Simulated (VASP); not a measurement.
The system is AlP.

```xyz
2
Lattice="0.0000 2.6297 2.6297 2.6297 0.0000 2.6297 2.6297 2.6297 0.0000" Properties=species:S:1:pos:R:3 pbc="T T T"
Al    0.0000    0.0000    0.0000
P     1.3148    1.3148    1.3148
```

This cell differs from its parent crystal: strain -4.0%.

Base run:

```yaml
Program: VASP 6.6.1
Functional: r2SCAN
Potentials_or_basis: VASP PAW PBE potentials, release 64 (Al, P)
Cutoff: 550 eV
k_mesh: 8 × 8 × 8
Occupations: gaussian, width 0.01 eV
Spin: no spin polarisation
```

Its results: band gap on the k mesh 1.68 eV, indirect (least direct gap 4.10 eV); pressure 13.8 GPa.

The run is repeated on the same cell with these changes: functional from r2SCAN to PBE; cutoff from 550 eV to 500 eV; occupations from gaussian, width 0.01 eV to fermi-dirac, width 0.02 eV. What comes out?

Band gap on the k mesh 1.33 eV, indirect (least direct gap 3.67 eV); pressure 15.1 GPa.

Caveats: the PAW data sets were made with another functional, which shifts forces and pressure a little (some runs).

A k mesh can miss the band edges.
